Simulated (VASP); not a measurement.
A run of VASP 6.6.1 is set up as follows.

INCAR

```
ALGO = Normal
EDIFF = 1E-7
ENCUT = 520
GGA = CA
ISIF = 2
ISMEAR = -1
LASPH = True
LCHARG = False
LREAL = False
LWAVE = False
NBANDS = 16
NELM = 80
PREC = Accurate
SIGMA = 0.1
```

KPOINTS

```
k-points
0
Gamma
  21 21 15
```

The input POSCAR:

```
Co
1.0
   -2.7287231524      2.3753807225      1.1510492826
    2.3753807225     -2.7287231524      1.1510492826
    1.9952986643      1.9952986643     -1.7981965901
Co
2
Direct
    0.9890403338      0.0109596662      0.0000000000
    0.7609596662      0.2390403338      0.5000000000
```

Potentials or basis: VASP PAW LDA potentials, release 64 (Co).

Command:

```sh
$ cat potpaw_LDA.64/Co/POTCAR > POTCAR
$ mpirun -np 1 vasp_std > vasp.out
```

Q: Estimate the band gap on the k mesh.

A: Zero (bands 9 and 10 overlap by 1.42 eV).

Q: What does it give for the largest force?

A: 0.012 eV/Å.

Q: What does it give for the pressure?

A: -0.9 GPa.

Stress tensor (GPa, compression positive):
```
-0.87  0.11  0.04
 0.11 -0.87  0.04
 0.04  0.04 -1.03
```

Caveat: the run has no spin polarisation, though such a crystal can be magnetic. Spin polarisation is off, so any magnetic state and its effect on volume and gap are missing.
